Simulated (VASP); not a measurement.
Here is a VASP 6.6.1 calculation.

The input INCAR:

```
PREC = Accurate ; ENCUT = 520
EDIFF = 1E-7 ; ISMEAR = -1
SIGMA = 0.1 ; LREAL = F
LASPH = T ; NELM = 80
ALGO = Normal ; ISIF = 2
LWAVE = F ; LCHARG = F
GGA = PS ; NBANDS = 12
```

The input KPOINTS:

```
Automatic mesh
0
Gamma
  17 17 17
```

File POSCAR:

```
P
1.0
    0.0000000000      2.5749030569      2.5749030569
    2.5749030569      0.0000000000      2.5749030569
    2.5749030569      2.5749030569      0.0000000000
P
2
Direct
    0.1250000000      0.1250000000      0.1250000000
    0.8750000000      0.8750000000      0.8750000000
```

Potentials or basis: VASP PAW PBE potentials, release 64 (P).

Run with:

```sh
$ cat potpaw_PBE.64/P/POTCAR > POTCAR
$ mpirun -np 1 vasp_std > vasp.out
```

Q: Predict the pressure.

A: 8.3 GPa.

Q: Estimate the band gap on the k mesh.

A: Zero (band 5 reaches 9.77 eV, above the bottom of band 6 at 6.47 eV).

Caveat: the PAW data sets were made with another functional, which shifts forces and pressure a little.
